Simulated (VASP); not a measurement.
# NbTe (Pm-3m) in VASP: notebook

NbTe is run at these levels: PBE, PBEsol; tasks: single point.

Everything below comes from runs of VASP 6.6.1. Logs are shortened: lines on timing, memory, paths and dates and some standing lists are left out, and cuts for length are marked.

## Step 1: The cell of the first run

Symmetry: Pm-3m, No. 221, cubic system. Conventional cell: a = 3.356 Å, b = 3.356 Å, c = 3.356 Å, α = 90.00°, β = 90.00°, γ = 90.00°. Nb (site symmetry m-3m) has 8 Te at 2.91 Å and 6 Nb at 3.36 Å within 3.8 Å. Te (site symmetry m-3m) has 8 Nb at 2.91 Å and 6 Te at 3.36 Å within 3.8 Å.

## Step 2: Single point, PBE

Contents of INCAR:

```
SYSTEM = NbTe
PREC = Accurate
ENCUT = 520
EDIFF = 1E-7
ISMEAR = -1
SIGMA = 0.05
LREAL = .False.
LASPH = .True.
NELM = 100
ALGO = Normal
ISIF = 2
LWAVE = .False.
LCHARG = .False.
GGA = PE
NBANDS = 16
```

Contents of KPOINTS:

```
Automatic mesh
0
Gamma
  8 8 8
  0 0 0
```

Contents of POSCAR:

```
NbTe
1.0
    3.3557681326      0.0000000000      0.0000000000
    0.0000000000      3.3557681326      0.0000000000
    0.0000000000      0.0000000000      3.3557681326
Nb Te
1 1
Direct
    0.5000000000      0.5000000000      0.5000000000
    0.0000000000      0.0000000000      0.0000000000
```

Potentials or basis: VASP PAW PBE potentials, release 64 (Nb_sv, Te).

The run is started by

```bash
> cat potpaw_PBE.64/Nb_sv/POTCAR potpaw_PBE.64/Te/POTCAR > POTCAR
> mpirun -np 1 vasp_std > vasp.out
```

OUTCAR:

```text
SYSTEM = NbTe
   PREC = Accurate
   ENCUT = 520
   EDIFF = 1E-7
   ISMEAR = -1
   LREAL = .False.
   LASPH = .True.
   NELM = 100
   ISIF = 2
   GGA = PE

 ion  position               nearest neighbor table
   1  0.500  0.500  0.500-   2 2.91   2 2.91   2 2.91   2 2.91   2 2.91   2 2.91   2 2.91   2 2.91

   2  0.000  0.000  0.000-   1 2.91   1 2.91   1 2.91   1 2.91   1 2.91   1 2.91   1 2.91   1 2.91

  LATTYP: Found a simple cubic cell.
 ALAT       =     3.3557681326

  Lattice vectors:

 A1 = (   3.3557681326,   0.0000000000,   0.0000000000)
 A2 = (   0.0000000000,   3.3557681326,   0.0000000000)
 A3 = (   0.0000000000,   0.0000000000,   3.3557681326)

Analysis of symmetry for initial positions (statically):
=====================================================================
 Subroutine PRICEL returns:
 Original cell was already a primitive cell.

 Routine SETGRP: Setting up the symmetry group for a
 simple cubic supercell.

 Subroutine GETGRP returns: Found 48 space group operations
 (whereof 48 operations were pure point group operations)
 out of a pool of 48 trial point group operations.

The static configuration has the point symmetry O_h .

Analysis of symmetry for dynamics (positions and initial velocities):
=====================================================================
 Subroutine PRICEL returns:
 Original cell was already a primitive cell.

 Routine SETGRP: Setting up the symmetry group for a
 simple cubic supercell.

 Subroutine GETGRP returns: Found 48 space group operations
 (whereof 48 operations were pure point group operations)
 out of a pool of 48 trial point group operations.

The dynamic configuration has the point symmetry O_h .

 Subroutine INISYM returns: Found 48 space group operations
 (whereof 48 operations are pure point group operations),
 and found     1 'primitive' translations

----------------------------------------------------------------------------------------

                                     Primitive cell

  volume of cell :      37.7899

  direct lattice vectors                    reciprocal lattice vectors
     3.355768133  0.000000000  0.000000000     0.297994367  0.000000000  0.000000000
     0.000000000  3.355768133  0.000000000     0.000000000  0.297994367  0.000000000
     0.000000000  0.000000000  3.355768133     0.000000000  0.000000000  0.297994367

  length of vectors
     3.355768133  3.355768133  3.355768133     0.297994367  0.297994367  0.297994367

  position of ions in fractional coordinates (direct lattice)
     0.500000000  0.500000000  0.500000000
     0.000000000  0.000000000  0.000000000

  ion indices of the primitive-cell ions
   primitive index   ion index
                 1           1
                 2           2

----------------------------------------------------------------------------------------

 KPOINTS: Automatic mesh

Automatic generation of k-mesh.
 Grid dimensions read from file:
 generate k-points for:    8    8    8

 Generating k-lattice:

  Cartesian coordinates                     Fractional coordinates (reciprocal lattice)
     0.037249296  0.000000000  0.000000000     0.125000000  0.000000000  0.000000000
     0.000000000  0.037249296  0.000000000     0.000000000  0.125000000  0.000000000
     0.000000000  0.000000000  0.037249296     0.000000000  0.000000000  0.125000000

  Length of vectors
     0.037249296  0.037249296  0.037249296

  Shift w.r.t. Gamma in fractional coordinates (k-lattice)
     0.000000000  0.000000000  0.000000000

 Subroutine IBZKPT returns following result:
 ===========================================

 Found     35 irreducible k-points:

 Following reciprocal coordinates:
            Coordinates               Weight
  0.000000  0.000000  0.000000      1.000000
  0.125000  0.000000  0.000000      6.000000
  0.250000  0.000000  0.000000      6.000000
  0.375000  0.000000  0.000000      6.000000
  0.500000  0.000000  0.000000      3.000000
  0.125000  0.125000  0.000000     12.000000
[... 16 lines left out ...]
  0.375000  0.375000  0.125000     24.000000
  0.500000  0.375000  0.125000     24.000000
 [... further k-points ...]
   k-points           NKPTS =     35   k-points in BZ     NKDIM =     35   number of bands    NBANDS=     16
   number of dos      NEDOS =    301   number of ions     NIONS =      2
   total plane-waves  NPLWV =  21952
   dimension x,y,z NGX =    28 NGY =   28 NGZ =   28
   dimension x,y,z NGXF=    56 NGYF=   56 NGZF=   56
   ions per type =               1   1
   NGX,Y,Z   is equivalent  to a cutoff of  13.87, 13.87, 13.87 a.u.
   NGXF,Y,Z  is equivalent  to a cutoff of  27.74, 27.74, 27.74 a.u.
 SYSTEM =  NbTe
   PREC   = accura    normal or accurate (medium, high low for compatibility)
   ISTART =      0    job   : 0-new  1-cont  2-samecut
   ICHARG =      2    charge: 1-file 2-atom 10-const
   ISPIN  =      1    spin polarized calculation?
   LNONCOLLINEAR =      F non collinear calculations
   LSORBIT =      F    spin-orbit coupling
   LASPH  =      T    aspherical Exc in radial PAW
   ENCUT  =  520.0 eV  38.22 Ry    6.18 a.u.   6.24  6.24  6.24*2*pi/ulx,y,z
   NELM   =    100;   NELMIN=  2; NELMDL= -5     # of ELM steps
   EDIFF  = 0.1E-06   stopping-criterion for ELM
   LREAL  =      F    real-space projection
   EDIFFG = 0.1E-05   stopping-criterion for IOM
   NSW    =      0    number of steps for IOM
   IBRION =     -1    ionic relax: 0-MD 1-quasi-New 2-CG
   NFREE  =      0    steps in history (QN), initial steepest desc. (CG)
   ISIF   =      2    stress and relaxation
   ISYM   =      2    0-nonsym 1-usesym 2-fastsym
   POTIM  = 0.5000    time-step for ionic-motion
   TEBEG  =    0.0;   TEEND  =   0.0 temperature during run
   PSTRESS=    0.0 pullay stress
   NELECT =      19.0000    total number of electrons
   NUPDOWN=      -1.0000    fix difference up-down
   EMIN   =  10.00;   EMAX   =-10.00  energy-range for DOS
   EFERMI =   0.00;   METHOD = LEGACY
   ISMEAR =    -1;   SIGMA  =   0.05  broadening in eV -4-tet -1-fermi 0-gaus
   EFERMI_NEDOS =   21; number of points for ismear=-14 and -15
   IALGO  =     38    algorithm
   IMIX   =      4    mixing-type and parameters
     AMIX     =   0.40;   BMIX     =  1.00
     AMIX_MAG =   1.60;   BMIX_MAG =  1.00
  volume/ion in A,a.u.               =      18.89       127.51
  Fermi-wavevector in a.u.,A,eV,Ry     =   1.301769  2.459988 23.056484  1.694604
  Thomas-Fermi vector in A             =   2.432881
   LORBIT       =      0    0 simple, 1 ext, 2 COOP (PROOUT), +10 PAW based schemes
   GGA     = PE    functional components
   LHFCALC =     F    Hartree Fock is set to
   AEXX    =    0.0000 exact exchange contribution
   IVDW    =     0    specifies the selected vdW correction
   LEPSILON=     F    determine dielectric tensor
   LRPA    =     F    only Hartree local field effects (RPA)
 non-spin polarized calculation
  energy-cutoff  :      520.00
  volume of cell :       37.79
 maximum number of plane-waves:      1064
 NGX is ok and might be reduce to    28
   NGX = 13   NGY = 13   NGZ = 13

 number of electron      18.9999999 magnetization

 Free energy of the ion-electron system (eV)
  ---------------------------------------------------
  ext. energy  EPLUGINS =         0.00000000
  ---------------------------------------------------
  free energy    TOTEN  =       -13.43181799 eV

  energy without entropy =      -13.41444290  energy(sigma->0) =      -13.42313045

 E-fermi :  13.0518     XC(G=0): -12.1172

 val. band max:       13.0110299305   @ k =   0.3750   0.3750   0.3750
 cond. band min:      13.0783829990   @ k =   0.2500   0.0000   0.0000
 fundamental gap:      0.0673530685
 Fermi energy:        13.0517536989

 k-point     1 :       0.0000    0.0000    0.0000
  band No.  band energies     occupation
      1     -42.1208      2.00000
      2     -18.1437      2.00000
      3     -18.1437      2.00000
      4     -18.1437      2.00000
      5      -1.7718      2.00000
      6      10.1126      2.00000
[... 8 lines left out ...]
     15      21.4842      0.00000
     16      21.4842      0.00000

 k-point     2 :       0.1250    0.0000    0.0000
  band No.  band energies     occupation
      1     -42.1184      2.00000
      2     -18.1822      2.00000
      3     -18.1396      2.00000
      4     -18.1396      2.00000
      5      -1.5661      2.00000
      6       9.2134      2.00000
[... 8 lines left out ...]
     15      20.5640      0.00000
     16      22.0603      0.00000

 k-point     3 :       0.2500    0.0000    0.0000
  band No.  band energies     occupation
      1     -42.1124      2.00000
      2     -18.2740      2.00000
      3     -18.1297      2.00000
      4     -18.1297      2.00000
      5      -0.9948      2.00000
      6       7.3245      2.00000
[... 8 lines left out ...]
     15      19.1095      0.00000
     16      23.8662      0.00000

 k-point     4 :       0.3750    0.0000    0.0000
  band No.  band energies     occupation
      1     -42.1064      2.00000
      2     -18.3642      2.00000
      3     -18.1197      2.00000
      4     -18.1197      2.00000
      5      -0.2392      2.00000
      6       5.5920      2.00000
[... 8 lines left out ...]
     15      19.2376      0.00000
     16      21.8226      0.00000
[... 324 lines left out ...]
 k-point    22 :       0.5000    0.2500    0.1250
  band No.  band energies     occupation
      1     -42.0933      2.00000
      2     -18.3708      2.00000
      3     -18.2316      2.00000
      4     -18.1399      2.00000
      5       0.5576      2.00000
      6       5.9094      2.00000
[... 8 lines left out ...]
     15      20.1905      0.00000
     16      21.3464      0.00000

 k-point    23 :       0.3750    0.3750    0.1250
  band No.  band energies     occupation
      1     -42.0899      2.00000
      2     -18.3231      2.00000
      3     -18.3171      2.00000
      4     -18.1357      2.00000
      5       0.6419      2.00000
      6       6.9031      2.00000
[... 8 lines left out ...]
     15      21.0740      0.00000
     16      22.1177      0.00000

 k-point    24 :       0.5000    0.3750    0.1250
  band No.  band energies     occupation
      1     -42.0875      2.00000
      2     -18.3542      2.00000
      3     -18.3137      2.00000
      4     -18.1323      2.00000
      5       0.8131      2.00000
      6       6.6725      2.00000
[... 8 lines left out ...]
     15      20.8000      0.00000
     16      21.7116      0.00000

 [... further k-points ...]

------------------------ aborting loop because EDIFF is reached ----------------------------------------

  FORCE on cell =-STRESS in cart. coord.  units (eV):
  Direction    XX          YY          ZZ          XY          YZ          ZX
  --------------------------------------------------------------------------------------
  -------------------------------------------------------------------------------------
  Total        2.1655800      2.1655800      2.1655800      0.0000000      0.0000000     -0.0000000
  in kB       91.8140129     91.8140129     91.8140129      0.0000000      0.0000000     -0.0000000
  external PRESSURE =      91.8140129 kB  Pullay stress =       0.0000000 kB

 VOLUME and BASIS-vectors are now :
 -----------------------------------------------------------------------------
  energy-cutoff  :      520.00
  volume of cell :       37.79
      direct lattice vectors                 reciprocal lattice vectors
     3.355768133  0.000000000  0.000000000     0.297994367  0.000000000  0.000000000
     0.000000000  3.355768133  0.000000000     0.000000000  0.297994367  0.000000000
     0.000000000  0.000000000  3.355768133     0.000000000  0.000000000  0.297994367

 POSITION                                       TOTAL-FORCE (eV/Angst)
 -----------------------------------------------------------------------------------
      1.67788      1.67788      1.67788         0.000000      0.000000      0.000000
      0.00000      0.00000      0.00000         0.000000      0.000000      0.000000
 -----------------------------------------------------------------------------------
    total drift:                                0.000000      0.000000      0.000000

  FREE ENERGIE OF THE ION-ELECTRON SYSTEM (eV)
  ---------------------------------------------------
  free  energy   TOTEN  =       -13.4318179934 eV

  energy  without entropy=      -13.4144428997  energy(sigma->0) =      -13.42313045
```

Run time: 35 s. Hardware: 1 thread of AMD EPYC 7R43 (Zen 3), shared host; peak memory 0.13 GiB.

Results:

```
Free energy : -13.4318 eV
Pressure    : 9.2 GPa
```

Levels at points of the mesh, in eV from the Fermi level:
| k point | band 7 | band 8 | band 9 | band 10 | band 11 | band 12 |
| --- | --- | --- | --- | --- | --- | --- |
| (0.00, 0.00, 0.00) | -2.94 | -1.17 | -1.17 | -1.17 | 1.13 | 1.13 |
| (0.50, 0.00, 0.00) | -2.98 | -2.98 | -2.13 | 1.29 | 2.49 | 4.40 |
| (0.50, 0.50, 0.00) | -5.79 | -2.81 | -0.43 | -0.43 | 0.77 | 1.47 |
| (0.50, 0.50, 0.50) | -6.85 | -6.85 | 2.14 | 2.14 | 2.14 | 2.85 |

Caveat: spin-orbit coupling is left out, which moves the levels of the heavy elements.

## Step 3: Single point, PBE

This run uses another cell than the first one, of 19.70 Å³/atom, 1.043 times its volume.

Contents of INCAR:

```
SYSTEM = NbTe
  ALGO = Normal
  EDIFF = 1E-7
  ENCUT = 520
  GGA = PE
  ISIF = 2
  ISMEAR = -1
  LASPH = .True.
  LCHARG = .False.
  LREAL = .False.
  LWAVE = .False.
  NBANDS = 16
  NELM = 60
  PREC = Accurate
  SIGMA = 0.05
```

Contents of KPOINTS:

```
k-points
0
Gamma
  8 8 8
  0 0 0
```

Contents of POSCAR:

```
NbTe
1.0
    3.4027080321      0.0000000000      0.0000000000
    0.0000000000      3.4027080321      0.0000000000
    0.0000000000      0.0000000000      3.4027080321
Nb Te
1 1
Direct
    0.5000000000      0.5000000000      0.5000000000
    0.0000000000      0.0000000000      0.0000000000
```

Potentials or basis: VASP PAW PBE potentials, release 64 (Nb_sv, Te).

The run is started by

```bash
> cat potpaw_PBE.64/Nb_sv/POTCAR potpaw_PBE.64/Te/POTCAR > POTCAR
> mpirun -np 1 vasp_std > vasp.out
```

Run time: 47 s. Hardware: 1 thread of AMD EPYC 7R43 (Zen 3), shared host; peak memory 0.13 GiB.

It converged, with:

| Item | Value |
| --- | --- |
| Free energy | -13.4901 eV |
| Pressure | 2.6 GPa |

Levels at points of the mesh, in eV from the Fermi level:
```csv
k point,band 6,band 7,band 8,band 9,band 10,band 11,band 12,band 13,band 14,band 15
"(0.00, 0.00, 0.00)",-2.76,-2.76,-1.21,-1.21,-1.21,1.07,1.07,1.07,3.77,8.24
"(0.50, 0.00, 0.00)",-7.96,-2.87,-2.87,-1.99,1.22,2.33,4.46,4.92,4.92,5.55
"(0.50, 0.50, 0.00)",-5.64,-5.64,-2.69,-0.40,-0.40,0.65,1.27,2.55,4.15,8.39
"(0.50, 0.50, 0.50)",-6.58,-6.58,-6.58,2.07,2.07,2.07,2.67,2.67,4.96,4.96
```

Caveat: spin-orbit coupling is left out, which moves the levels of the heavy elements.

## Step 4: Single point, PBE

This run uses another cell than the first one, of 19.30 Å³/atom, 1.021 times its volume.

Contents of INCAR:

```
SYSTEM = NbTe
ALGO     = Normal         ! electronic algorithm
EDIFF    = 1E-7           ! SCF threshold, eV
ENCUT    = 520            ! plane-wave cutoff, eV
GGA      = PE             ! functional
ISIF     = 2              ! what is computed and relaxed
ISMEAR   = -1             ! smearing method
LASPH    = .True.         ! aspherical terms in the spheres
LCHARG   = .True.         ! write CHGCAR
LELF     = .True.         ! ELF
LREAL    = .False.        ! projectors in reciprocal space
LVHAR    = .True.       
LWAVE    = .False.        ! write WAVECAR
NBANDS   = 16             ! bands
NELM     = 60             ! most SCF steps
PREC     = Accurate       ! precision mode
SIGMA    = 0.05           ! smearing width, eV
```

KPOINTS is that of step 3.

Contents of POSCAR:

```
NbTe
1.0
    3.3794010812      0.0000000000      0.0000000000
    0.0000000000      3.3794010812      0.0000000000
    0.0000000000      0.0000000000      3.3794010812
Nb Te
1 1
Direct
    0.5000000000      0.5000000000      0.5000000000
    0.0000000000      0.0000000000      0.0000000000
```

The run is started by

```bash
> cat potpaw_PBE.64/Nb_sv/POTCAR potpaw_PBE.64/Te/POTCAR > POTCAR
> mpirun -np 1 vasp_std > vasp.out
```

Wall time 46 s (1 thread of AMD EPYC 7R43 (Zen 3), shared host); peak memory 0.13 GiB.

Results (log left out):

| Item | Value |
| --- | --- |
| Free energy | -13.4692 eV |
| Pressure | 5.7 GPa |

Levels at points of the mesh, in eV from the Fermi level:
```csv
k point,band 7,band 8,band 9,band 10,band 11,band 12
"(0.00, 0.00, 0.00)",-2.85,-1.19,-1.19,-1.19,1.10,1.10
"(0.50, 0.00, 0.00)",-2.92,-2.92,-2.06,1.25,2.41,4.43
"(0.50, 0.50, 0.00)",-5.71,-2.75,-0.41,-0.41,0.71,1.37
"(0.50, 0.50, 0.50)",-6.71,-6.71,2.10,2.10,2.10,2.76
```

Caveat: spin-orbit coupling is left out, which moves the levels of the heavy elements.

## Step 5: Single point, PBEsol

This run uses another cell than the first one, of 20.10 Å³/atom, 1.064 times its volume.

Contents of INCAR:

```
PREC = Accurate ; ENCUT = 520
EDIFF = 1E-7 ; ISMEAR = -1
SIGMA = 0.05 ; LREAL = F
LASPH = T ; NELM = 60
ALGO = Normal ; ISIF = 2
LWAVE = F ; LCHARG = F
GGA = PS ; NBANDS = 16
```

Contents of KPOINTS:

```
Automatic mesh
0
Gamma
  8 8 8
```

Contents of POSCAR:

```
NbTe
1.0
    3.4257000000      0.0000000000      0.0000000000
    0.0000000000      3.4257000000      0.0000000000
    0.0000000000      0.0000000000      3.4257000000
Nb Te
1 1
Direct
    0.5000000000      0.5000000000      0.5000000000
    0.0000000000      0.0000000000      0.0000000000
```

The run is started by

```bash
> cat potpaw_PBE.64/Nb_sv/POTCAR potpaw_PBE.64/Te/POTCAR > POTCAR
> mpirun -np 1 vasp_std > vasp.out
```

It took 33 s on 1 thread of AMD EPYC 7R43 (Zen 3), shared host; peak memory 0.13 GiB.

It converged, with:

| Property | Result |
| --- | --- |
| Free energy | -14.7875 eV |
| Pressure | -5.2 GPa |

Levels at points of the mesh, in eV from the Fermi level:
| k point | band 7 | band 8 | band 9 | band 10 | band 11 | band 12 | band 13 | band 14 |
| --- | --- | --- | --- | --- | --- | --- | --- | --- |
| (0.00, 0.00, 0.00) | -2.68 | -1.22 | -1.22 | -1.22 | 1.04 | 1.04 | 1.04 | 3.48 |
| (0.50, 0.00, 0.00) | -2.83 | -2.83 | -1.92 | 1.19 | 2.27 | 4.49 | 4.77 | 4.77 |
| (0.50, 0.50, 0.00) | -5.56 | -2.64 | -0.39 | -0.39 | 0.60 | 1.18 | 2.50 | 4.02 |
| (0.50, 0.50, 0.50) | -6.46 | -6.46 | 2.03 | 2.03 | 2.03 | 2.61 | 2.61 | 4.82 |

Caveat: the PAW data sets were made with another functional, which shifts forces and pressure a little; spin-orbit coupling is left out, which moves the levels of the heavy elements.

## Step 6: The runs side by side

| level | cell | gap on the mesh (eV) | pressure (GPa) |
| --- | --- | --- | --- |
| PBE | a = 3.356 Å, 2 atoms | none | 9.2 |
| PBE | a = 3.403 Å, 2 atoms | none | 2.6 |
| PBE | a = 3.379 Å, 2 atoms | none | 5.7 |
| PBEsol | a = 3.426 Å, 2 atoms | none | -5.2 |

Alike in all rows: task single point; potentials or basis VASP PAW PBE potentials, release 64 (Nb_sv, Te); no spin polarisation; k mesh 8 × 8 × 8; cutoff (eV) 520; smearing fermi-dirac 0.05 eV.

Caveats: spin-orbit coupling is left out, which moves the levels of the heavy elements; the PAW data sets were made with another functional, which shifts forces and pressure a little (some runs).

Total energies depend on the potentials used, so only differences within one code and one set of settings carry meaning.
